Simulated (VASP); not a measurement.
A run of VASP 6.6.1 is set up as follows.

File INCAR:

```
  ALGO = Normal
  EDIFF = 1E-7
  ENCUT = 520
  GGA = CA
  ISIF = 2
  ISMEAR = -1
  LASPH = True
  LCHARG = True
  LELF = True
  LREAL = False
  LVHAR = True
  LWAVE = False
  NBANDS = 12
  NELM = 80
  PREC = Accurate
  SIGMA = 0.03
```

The input KPOINTS:

```
k-points
0
Gamma
  10 10 10
```

Contents of POSCAR:

```
LiF
1.0
    0.0000000000      2.0140000000      2.0744200000
    2.0140000000      0.0000000000      2.0744200000
    2.0140000000      2.0140000000      0.0000000000
Li F
1 1
Direct
    0.0000000000      0.0000000000      0.0000000000
    0.5000000000      0.5000000000      0.5000000000
```

Potentials or basis: VASP PAW LDA potentials, release 64 (Li_sv, F).

The run is started by

```sh
$ cat potpaw_LDA.64/Li_sv/POTCAR potpaw_LDA.64/F/POTCAR > POTCAR
$ mpirun -np 1 vasp_std > vasp.out
```

Estimate the band gap on the k mesh.

8.53 eV, direct.

Caveat: the cell differs from its parent crystal (zz strain of +3 %). A k mesh can miss the band edges.
